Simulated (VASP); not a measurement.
# Na (Im-3m) in VASP: a series of runs

The runs below take Na through single point, with r2SCAN.

Program: VASP 6.6.1. These are calculated values, not measurements. Logs are shortened: lines on timing, memory, paths and dates and some standing lists are left out, and cuts for length are marked.

### Step 1. The cell of the first run

It takes space group Im-3m (No. 229, cubic). The conventional cell has a = 4.225 Å, b = 4.225 Å, c = 4.225 Å, α = 90.00°, β = 90.00°, γ = 90.00°. Na (site symmetry m-3m) has 14 Na at 3.66 to 4.22 Å within 4.8 Å.

### Step 2. Single point, r2SCAN

POSCAR

```
Na
1.0
   -2.1125000000      2.1125000000      2.1125000000
    2.1125000000     -2.1125000000      2.1125000000
    2.1125000000      2.1125000000     -2.1125000000
Na
1
Direct
    0.0000000000      0.0000000000      0.0000000000
```

INCAR.step1

```
SYSTEM = Na
PREC     = Accurate       ! precision mode
ENCUT    = 520            ! plane-wave cutoff, eV
ISMEAR   = -1             ! smearing method
SIGMA    = 0.2            ! smearing width, eV
LREAL    = .False.        ! projectors in reciprocal space
LASPH    = .True.         ! aspherical terms in the spheres
NELM     = 80             ! most SCF steps
NBANDS   = 10             ! bands
GGA      = PE             ! functional
ALGO     = Normal         ! electronic algorithm
EDIFF    = 1E-4           ! SCF threshold, eV
LWAVE    = .True.         ! write WAVECAR
LCHARG   = .False.        ! write CHGCAR
```

INCAR.step2

```
SYSTEM = Na
PREC     = Accurate       ! precision mode
ENCUT    = 520            ! plane-wave cutoff, eV
EDIFF    = 1E-6           ! SCF threshold, eV
ISMEAR   = -1             ! smearing method
SIGMA    = 0.2            ! smearing width, eV
LREAL    = .False.        ! projectors in reciprocal space
LASPH    = .True.         ! aspherical terms in the spheres
NELM     = 80             ! most SCF steps
ALGO     = Normal         ! electronic algorithm
ISIF     = 2              ! what is computed and relaxed
LWAVE    = .False.        ! write WAVECAR
LCHARG   = .True.         ! write CHGCAR
METAGGA  = R2SCAN         ! meta-GGA
LMIXTAU  = .True.       
LELF     = .True.         ! ELF
LVHAR    = .True.       
NBANDS   = 10             ! bands
ISTART   = 1
```

KPOINTS

```
regular mesh
0
Gamma
  11 11 11
  0 0 0
```

Potentials or basis: VASP PAW PBE potentials, release 64 (Na_pv).

Command:

```console
cat potpaw_PBE.64/Na_pv/POTCAR > POTCAR
cp INCAR.step1 INCAR
mpirun -np 1 vasp_std > vasp.out
cp INCAR.step2 INCAR
mpirun -np 1 vasp_std > vasp.out
```

OUTCAR:

```text
SYSTEM = Na
   PREC = Accurate
   ENCUT = 520
   EDIFF = 1E-6
   ISMEAR = -1
   LREAL = .False.
   LASPH = .True.
   NELM = 80
   ISIF = 2
   METAGGA = R2SCAN
   ISTART = 1

 ion  position               nearest neighbor table
   1  0.000  0.000  0.000-

  LATTYP: Found a body centered cubic cell.
 ALAT       =     4.2250000000

  Lattice vectors:

 A1 = (  -2.1125000000,   2.1125000000,   2.1125000000)
 A2 = (   2.1125000000,  -2.1125000000,   2.1125000000)
 A3 = (   2.1125000000,   2.1125000000,  -2.1125000000)

Analysis of symmetry for initial positions (statically):
=====================================================================
 Subroutine PRICEL returns:
 Original cell was already a primitive cell.

 Routine SETGRP: Setting up the symmetry group for a
 body centered cubic supercell.

 Subroutine GETGRP returns: Found 48 space group operations
 (whereof 48 operations were pure point group operations)
 out of a pool of 48 trial point group operations.

The static configuration has the point symmetry O_h .

Analysis of symmetry for dynamics (positions and initial velocities):
=====================================================================
 Subroutine PRICEL returns:
 Original cell was already a primitive cell.

 Routine SETGRP: Setting up the symmetry group for a
 body centered cubic supercell.

 Subroutine GETGRP returns: Found 48 space group operations
 (whereof 48 operations were pure point group operations)
 out of a pool of 48 trial point group operations.

The dynamic configuration has the point symmetry O_h .

 Subroutine INISYM returns: Found 48 space group operations
 (whereof 48 operations are pure point group operations),
 and found     1 'primitive' translations

----------------------------------------------------------------------------------------

                                     Primitive cell

  volume of cell :      37.7094

  direct lattice vectors                    reciprocal lattice vectors
    -2.112500000  2.112500000  2.112500000     0.000000000  0.236686391  0.236686391
     2.112500000 -2.112500000  2.112500000     0.236686391  0.000000000  0.236686391
     2.112500000  2.112500000 -2.112500000     0.236686391  0.236686391  0.000000000

  length of vectors
     3.658957331  3.658957331  3.658957331     0.334725104  0.334725104  0.334725104

  position of ions in fractional coordinates (direct lattice)
     0.000000000  0.000000000  0.000000000

  ion indices of the primitive-cell ions
   primitive index   ion index
                 1           1

----------------------------------------------------------------------------------------

 KPOINTS: regular mesh

Automatic generation of k-mesh.
 Grid dimensions read from file:
 generate k-points for:   11   11   11

 Generating k-lattice:

  Cartesian coordinates                     Fractional coordinates (reciprocal lattice)
     0.000000000  0.021516945  0.021516945     0.090909091  0.000000000  0.000000000
     0.021516945  0.000000000  0.021516945     0.000000000  0.090909091  0.000000000
     0.021516945  0.021516945  0.000000000     0.000000000  0.000000000  0.090909091

  Length of vectors
     0.030429555  0.030429555  0.030429555

  Shift w.r.t. Gamma in fractional coordinates (k-lattice)
     0.000000000  0.000000000  0.000000000

 Subroutine IBZKPT returns following result:
 ===========================================

 Found     56 irreducible k-points:

 Following reciprocal coordinates:
            Coordinates               Weight
  0.000000  0.000000  0.000000      1.000000
  0.090909  0.000000  0.000000     12.000000
  0.181818  0.000000  0.000000     12.000000
  0.272727  0.000000  0.000000     12.000000
  0.363636  0.000000  0.000000     12.000000
  0.454545  0.000000  0.000000     12.000000
[... 16 lines left out ...]
  0.272727  0.181818  0.090909     48.000000
  0.363636  0.181818  0.090909     24.000000
 [... further k-points ...]
   k-points           NKPTS =     56   k-points in BZ     NKDIM =     56   number of bands    NBANDS=     10
   number of dos      NEDOS =    301   number of ions     NIONS =      1
   total plane-waves  NPLWV =  21952
   dimension x,y,z NGX =    28 NGY =   28 NGZ =   28
   dimension x,y,z NGXF=    56 NGYF=   56 NGZF=   56
   ions per type =               1
   NGX,Y,Z   is equivalent  to a cutoff of  12.72, 12.72, 12.72 a.u.
   NGXF,Y,Z  is equivalent  to a cutoff of  25.44, 25.44, 25.44 a.u.
 SYSTEM =  Na
   PREC   = accura    normal or accurate (medium, high low for compatibility)
   ISTART =      1    job   : 0-new  1-cont  2-samecut
   ICHARG =      0    charge: 1-file 2-atom 10-const
   ISPIN  =      1    spin polarized calculation?
   LNONCOLLINEAR =      F non collinear calculations
   LSORBIT =      F    spin-orbit coupling
   LASPH  =      T    aspherical Exc in radial PAW
   ENCUT  =  520.0 eV  38.22 Ry    6.18 a.u.   6.80  6.80  6.80*2*pi/ulx,y,z
   NELM   =     80;   NELMIN=  2; NELMDL=  0     # of ELM steps
   EDIFF  = 0.1E-05   stopping-criterion for ELM
   LREAL  =      F    real-space projection
   EDIFFG = 0.1E-04   stopping-criterion for IOM
   NSW    =      0    number of steps for IOM
   IBRION =     -1    ionic relax: 0-MD 1-quasi-New 2-CG
   NFREE  =      0    steps in history (QN), initial steepest desc. (CG)
   ISIF   =      2    stress and relaxation
   ISYM   =      2    0-nonsym 1-usesym 2-fastsym
   POTIM  = 0.5000    time-step for ionic-motion
   TEBEG  =    0.0;   TEEND  =   0.0 temperature during run
   PSTRESS=    0.0 pullay stress
   NELECT =       7.0000    total number of electrons
   NUPDOWN=      -1.0000    fix difference up-down
   EMIN   =  10.00;   EMAX   =-10.00  energy-range for DOS
   EFERMI =   0.00;   METHOD = LEGACY
   ISMEAR =    -1;   SIGMA  =   0.20  broadening in eV -4-tet -1-fermi 0-gaus
   EFERMI_NEDOS =   21; number of points for ismear=-14 and -15
   IALGO  =     38    algorithm
   IMIX   =      4    mixing-type and parameters
     AMIX     =   0.40;   BMIX     =  1.00
     AMIX_MAG =   1.60;   BMIX_MAG =  1.00
  volume/ion in A,a.u.               =      37.71       254.48
  Fermi-wavevector in a.u.,A,eV,Ry     =   0.933879  1.764776 11.866059  0.872131
  Thomas-Fermi vector in A             =   2.060627
   LORBIT       =      0    0 simple, 1 ext, 2 COOP (PROOUT), +10 PAW based schemes
   METAGGA = R2SCAN    functional components
   LHFCALC =     F    Hartree Fock is set to
   AEXX    =    0.0000 exact exchange contribution
   IVDW    =     0    specifies the selected vdW correction
   LEPSILON=     F    determine dielectric tensor
   LRPA    =     F    only Hartree local field effects (RPA)
 non-spin polarized calculation
  energy-cutoff  :      520.00
  volume of cell :       37.71
 maximum number of plane-waves:      1027
   NGX = 13   NGY = 13   NGZ = 13

 number of electron       7.0000011 magnetization

 Free energy of the ion-electron system (eV)
  ---------------------------------------------------
  ext. energy  EPLUGINS =         0.00000000
  ---------------------------------------------------
  free energy    TOTEN  =        -3.58428015 eV

  energy without entropy =       -3.52558309  energy(sigma->0) =       -3.55493162

 E-fermi :   0.3006     XC(G=0):  -6.8712

 val. band max:        0.2663254167   @ k =  -0.3636   0.4545   0.0909
 cond. band min:       0.4095640934   @ k =   0.1818   0.1818   0.1818
 fundamental gap:      0.1432386767
 Fermi energy:         0.3006375136

 k-point     1 :       0.0000    0.0000    0.0000
  band No.  band energies     occupation
      1     -25.7268      2.00000
      2     -25.7268      2.00000
      3     -25.7265      2.00000
      4      -3.1537      2.00000
      5      12.6081      0.00000
      6      12.6086      0.00000
      7      12.6086      0.00000
      8      13.8103      0.00000
      9      13.8103      0.00000
     10      14.4166      0.00000

 k-point     2 :       0.0909    0.0000    0.0000
  band No.  band energies     occupation
      1     -25.7294      2.00000
      2     -25.7276      2.00000
      3     -25.7268      2.00000
      4      -3.0000      2.00000
      5      10.9189      0.00000
      6      11.7754      0.00000
      7      12.1856      0.00000
      8      12.8340      0.00000
      9      13.1671      0.00000
     10      14.9951      0.00000

 k-point     3 :       0.1818    0.0000    0.0000
  band No.  band energies     occupation
      1     -25.7367      2.00000
      2     -25.7300      2.00000
      3     -25.7268      2.00000
      4      -2.5415      2.00000
      5       8.4428      0.00000
      6      10.6782      0.00000
      7      11.4738      0.00000
      8      11.8121      0.00000
      9      12.8074      0.00000
     10      15.1258      0.00000

 k-point     4 :       0.2727    0.0000    0.0000
  band No.  band energies     occupation
      1     -25.7462      2.00000
      2     -25.7332      2.00000
      3     -25.7268      2.00000
      4      -1.7861      1.99994
      5       6.1366      0.00000
      6       9.8112      0.00000
      7      10.8664      0.00000
      8      11.0358      0.00000
      9      12.2651      0.00000
     10      15.7199      0.00000
[... 222 lines left out ...]
 k-point    22 :       0.1818    0.1818    0.0909
  band No.  band energies     occupation
      1     -25.7527      2.00000
      2     -25.7352      2.00000
      3     -25.7310      2.00000
      4      -0.6008      1.97818
      5       5.2996      0.00000
      6       5.9962      0.00000
      7       8.0170      0.00000
      8      14.5794      0.00000
      9      15.2807      0.00000
     10      16.5559      0.00000

 k-point    23 :       0.2727    0.1818    0.0909
  band No.  band energies     occupation
      1     -25.7543      2.00000
      2     -25.7397      2.00000
      3     -25.7318      2.00000
      4       0.5495      0.44731
      5       3.6830      0.00000
      6       5.3569      0.00000
      7       7.5121      0.00000
      8      14.5462      0.00000
      9      15.7909      0.00000
     10      16.6781      0.00000

 k-point    24 :       0.3636    0.1818    0.0909
  band No.  band energies     occupation
      1     -25.7544      2.00000
      2     -25.7419      2.00000
      3     -25.7320      2.00000
      4       1.6753      0.00207
      5       2.3427      0.00007
      6       5.1926      0.00000
      7       7.3516      0.00000
      8      14.4640      0.00000
      9      15.9325      0.00000
     10      17.0336      0.00000

 [... further k-points ...]
[... 5 lines left out ...]
  --------------------------------------------------------------------------------------
  -------------------------------------------------------------------------------------
  Total        0.0344906      0.0344906      0.0344906      0.0000000      0.0000000     -0.0000000
  in kB        1.4654185      1.4654185      1.4654185      0.0000000      0.0000000     -0.0000000
  external PRESSURE =       1.4654185 kB  Pullay stress =       0.0000000 kB

 VOLUME and BASIS-vectors are now :
 -----------------------------------------------------------------------------
  energy-cutoff  :      520.00
  volume of cell :       37.71
      direct lattice vectors                 reciprocal lattice vectors
    -2.112500000  2.112500000  2.112500000     0.000000000  0.236686391  0.236686391
     2.112500000 -2.112500000  2.112500000     0.236686391  0.000000000  0.236686391
     2.112500000  2.112500000 -2.112500000     0.236686391  0.236686391  0.000000000

 POSITION                                       TOTAL-FORCE (eV/Angst)
 -----------------------------------------------------------------------------------
      0.00000      0.00000      0.00000         0.000000     -0.000000      0.000000
 -----------------------------------------------------------------------------------
    total drift:                               -0.000000     -0.000000     -0.000000

  FREE ENERGIE OF THE ION-ELECTRON SYSTEM (eV)
  ---------------------------------------------------
  free  energy   TOTEN  =        -3.5842801456 eV

  energy  without entropy=       -3.5255830881  energy(sigma->0) =       -3.55493162
```

Run time: 94 s. Hardware: 1 thread of Intel Xeon 8259CL, shared host; peak memory 0.16 GiB.

What came out:

```yaml
Free_energy: -3.5843 eV
Pressure: 0.1 GPa
Band_gap_on_the_k_mesh: zero (an odd number of electrons rules out a gap without spin polarisation)
```

Caveat: the PAW data sets were made with another functional, which shifts forces and pressure a little.

### Step 3. Single point, r2SCAN

POSCAR is that of step 2.

INCAR.step1

```
ALGO = Normal ; EDIFF = 1E-4
ENCUT = 520 ; GGA = PE
ISMEAR = -1 ; LASPH = T
LCHARG = F ; LREAL = F
LWAVE = T ; NBANDS = 10
NELM = 80 ; PREC = Accurate
SIGMA = 0.3
```

INCAR.step2

```
ALGO = Normal ; EDIFF = 1E-7
ENCUT = 520 ; ISIF = 2
ISMEAR = -1 ; ISTART = 1
LASPH = T ; LCHARG = F
LMIXTAU = T ; LREAL = F
LWAVE = F ; METAGGA = R2SCAN
NBANDS = 10 ; NELM = 80
PREC = Accurate ; SIGMA = 0.3
```

KPOINTS

```
k-points
0
Gamma
  11 11 11
```

Potentials or basis: VASP PAW PBE potentials, release 64 (Na_pv).

Command:

```console
cat potpaw_PBE.64/Na_pv/POTCAR > POTCAR
cp INCAR.step1 INCAR
mpirun -np 1 vasp_std > vasp.out
cp INCAR.step2 INCAR
mpirun -np 1 vasp_std > vasp.out
```

OUTCAR:

```text
EDIFF = 1E-7
   ENCUT = 520
   ISIF = 2
   ISMEAR = -1
   ISTART = 1
   LASPH = T
   LREAL = F
   METAGGA = R2SCAN
   NELM = 80
   PREC = Accurate

 ion  position               nearest neighbor table
   1  0.000  0.000  0.000-

  LATTYP: Found a body centered cubic cell.
 ALAT       =     4.2250000000

  Lattice vectors:

 A1 = (  -2.1125000000,   2.1125000000,   2.1125000000)
 A2 = (   2.1125000000,  -2.1125000000,   2.1125000000)
 A3 = (   2.1125000000,   2.1125000000,  -2.1125000000)

Analysis of symmetry for initial positions (statically):
=====================================================================
 Subroutine PRICEL returns:
 Original cell was already a primitive cell.

 Routine SETGRP: Setting up the symmetry group for a
 body centered cubic supercell.

 Subroutine GETGRP returns: Found 48 space group operations
 (whereof 48 operations were pure point group operations)
 out of a pool of 48 trial point group operations.

The static configuration has the point symmetry O_h .

Analysis of symmetry for dynamics (positions and initial velocities):
=====================================================================
 Subroutine PRICEL returns:
 Original cell was already a primitive cell.

 Routine SETGRP: Setting up the symmetry group for a
 body centered cubic supercell.

 Subroutine GETGRP returns: Found 48 space group operations
 (whereof 48 operations were pure point group operations)
 out of a pool of 48 trial point group operations.

The dynamic configuration has the point symmetry O_h .

 Subroutine INISYM returns: Found 48 space group operations
 (whereof 48 operations are pure point group operations),
 and found     1 'primitive' translations

----------------------------------------------------------------------------------------
[... 112 lines left out ...]
  volume/ion in A,a.u.               =      37.71       254.48
  Fermi-wavevector in a.u.,A,eV,Ry     =   0.933879  1.764776 11.866059  0.872131
  Thomas-Fermi vector in A             =   2.060627
   LORBIT       =      0    0 simple, 1 ext, 2 COOP (PROOUT), +10 PAW based schemes
   METAGGA = R2SCAN    functional components
   LHFCALC =     F    Hartree Fock is set to
   AEXX    =    0.0000 exact exchange contribution
   IVDW    =     0    specifies the selected vdW correction
   LEPSILON=     F    determine dielectric tensor
   LRPA    =     F    only Hartree local field effects (RPA)
 non-spin polarized calculation
  energy-cutoff  :      520.00
  volume of cell :       37.71
 maximum number of plane-waves:      1027
   NGX = 13   NGY = 13   NGZ = 13

 number of electron       7.0000011 magnetization

 Free energy of the ion-electron system (eV)
  ---------------------------------------------------
  ext. energy  EPLUGINS =         0.00000000
  ---------------------------------------------------
  free energy    TOTEN  =        -3.62127184 eV

  energy without entropy =       -3.48775114  energy(sigma->0) =       -3.55451149

 E-fermi :   0.2779     XC(G=0):  -6.8720

 val. band max:        0.2662320800   @ k =  -0.3636   0.4545   0.0909
 cond. band min:       0.4094986210   @ k =   0.1818   0.1818   0.1818
 fundamental gap:      0.1432665410
 Fermi energy:         0.2778805435

 k-point     1 :       0.0000    0.0000    0.0000
  band No.  band energies     occupation
      1     -25.7280      2.00000
      2     -25.7280      2.00000
      3     -25.7277      2.00000
      4      -3.1545      1.99998
      5      12.6123      0.00000
      6      12.6129      0.00000
      7      12.6129      0.00000
      8      13.8150      0.00000
      9      13.8150      0.00000
     10      14.4185      0.00000
[... 287 lines left out ...]
 k-point    24 :       0.3636    0.1818    0.0909
  band No.  band energies     occupation
      1     -25.7555      2.00000
      2     -25.7431      2.00000
      3     -25.7331      2.00000
      4       1.6749      0.01881
      5       2.3438      0.00204
      6       5.1941      0.00000
      7       7.3556      0.00000
      8      14.4682      0.00000
      9      15.9376      0.00000
     10      17.0385      0.00000

 [... further k-points ...]

------------------------ aborting loop because EDIFF is reached ----------------------------------------

  FORCE on cell =-STRESS in cart. coord.  units (eV):
  Direction    XX          YY          ZZ          XY          YZ          ZX
  --------------------------------------------------------------------------------------
  -------------------------------------------------------------------------------------
  Total        0.0543365      0.0543365      0.0543365     -0.0000000     -0.0000000      0.0000000
  in kB        2.3086176      2.3086176      2.3086176     -0.0000000     -0.0000000      0.0000000
  external PRESSURE =       2.3086176 kB  Pullay stress =       0.0000000 kB

 VOLUME and BASIS-vectors are now :
 -----------------------------------------------------------------------------
  energy-cutoff  :      520.00
  volume of cell :       37.71
      direct lattice vectors                 reciprocal lattice vectors
    -2.112500000  2.112500000  2.112500000     0.000000000  0.236686391  0.236686391
     2.112500000 -2.112500000  2.112500000     0.236686391  0.000000000  0.236686391
     2.112500000  2.112500000 -2.112500000     0.236686391  0.236686391  0.000000000

 POSITION                                       TOTAL-FORCE (eV/Angst)
 -----------------------------------------------------------------------------------
      0.00000      0.00000      0.00000         0.000000      0.000000      0.000000
 -----------------------------------------------------------------------------------
    total drift:                               -0.000000     -0.000000     -0.000000

  FREE ENERGIE OF THE ION-ELECTRON SYSTEM (eV)
  ---------------------------------------------------
  free  energy   TOTEN  =        -3.6212718442 eV

  energy  without entropy=       -3.4877511357  energy(sigma->0) =       -3.55451149
```

It took 1.7 min on 1 thread of Intel Xeon 8259CL, shared host; peak memory 0.16 GiB.

What came out:

| Item | Value |
| --- | --- |
| Free energy | -3.6213 eV |
| Pressure | 0.2 GPa |
| Band gap on the k mesh | zero (an odd number of electrons rules out a gap without spin polarisation) |

Caveat: so wide a smearing shifts energies and pressures; the PAW data sets were made with another functional, which shifts forces and pressure a little.
